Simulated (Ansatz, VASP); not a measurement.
Two plane-wave programs on Al3Cu

The input POSCAR:

```
Al3Cu
1.0
    3.9241510000      0.0000000000      0.0000000000
    0.0000000000      3.9241510000      0.0000000000
    0.0000000000      0.0000000000      3.9241510000
Al Cu
3 1
Direct
    0.0000000000      0.5000000000      0.5000000000
    0.5000000000      0.0000000000      0.5000000000
    0.5000000000      0.5000000000      0.0000000000
    0.0000000000      0.0000000000      0.0000000000
```

INCAR.step1

```
SYSTEM = Al3Cu
PREC     = Accurate       ! precision mode
ENCUT    = 520            ! plane-wave cutoff, eV
ISMEAR   = 0              ! smearing method
SIGMA    = 0.1            ! smearing width, eV
LREAL    = .False.        ! projectors in reciprocal space
LASPH    = .True.         ! aspherical terms in the spheres
NELM     = 60             ! most SCF steps
NBANDS   = 18             ! bands
GGA      = PE             ! functional
ALGO     = Normal         ! electronic algorithm
EDIFF    = 1E-4           ! SCF threshold, eV
LWAVE    = .True.         ! write WAVECAR
LCHARG   = .False.        ! write CHGCAR
```

File INCAR.step2:

```
SYSTEM = Al3Cu
PREC     = Accurate       ! precision mode
ENCUT    = 520            ! plane-wave cutoff, eV
EDIFF    = 1E-6           ! SCF threshold, eV
ISMEAR   = 0              ! smearing method
SIGMA    = 0.1            ! smearing width, eV
LREAL    = .False.        ! projectors in reciprocal space
LASPH    = .True.         ! aspherical terms in the spheres
NELM     = 60             ! most SCF steps
ALGO     = Normal         ! electronic algorithm
ISIF     = 2              ! what is computed and relaxed
LWAVE    = .False.        ! write WAVECAR
LCHARG   = .False.        ! write CHGCAR
METAGGA  = R2SCAN         ! meta-GGA
LMIXTAU  = .True.       
NBANDS   = 18             ! bands
ISTART   = 1
```

File KPOINTS:

```
Automatic mesh
0
Gamma
  12 12 12
  0 0 0
```

Input for Ansatz:

```yaml
crystal:
  lattice:
    - [3.924151, 0.0, 0.0]
    - [0.0, 3.924151, 0.0]
    - [0.0, 0.0, 3.924151]
  atoms:
    - { symbol: Al, position: [0.0, 0.5, 0.5] }
    - { symbol: Al, position: [0.5, 0.0, 0.5] }
    - { symbol: Al, position: [0.5, 0.5, 0.0] }
    - { symbol: Cu, position: [0.0, 0.0, 0.0] }
basis:
  ecutwfc: 500
kpoints:
  mp_grid: { grid: [12, 12, 12] }
hamiltonian:
  xc: r2scan
scf:
  occupations: { method: gaussian, width: 0.1 }
output:
  forces: true
  stress: true
  eigenvalues: true
  populations: true
```

Alike in both runs: task single point; functional r2SCAN; k mesh 12 × 12 × 12; occupations gaussian, width 0.1 eV; no spin polarisation.

|  | VASP | Ansatz |
| --- | --- | --- |
| version | VASP 6.6.1 | Ansatz 0.2.0 |
| potentials or method | VASP PAW PBE potentials, release 64 (Al, Cu), cutoff 520 eV | scalar-relativistic, plane waves, PAW |
| valence electrons in the cell | 20 | 28 |

```csv
,VASP,Ansatz,Ansatz less VASP
gap on the k mesh at the Fermi level (eV),none,none,-
pressure (GPa),-2.8,-2.7,+0.13
```

VASP's potentials were made for PBE, not for r2SCAN. A gap of «none» marks a metal or a gap that the smearing closes. VASP's potentials hold 20 valence electrons a cell and Ansatz's 28, so a difference there can come from the potentials and not from the codes.
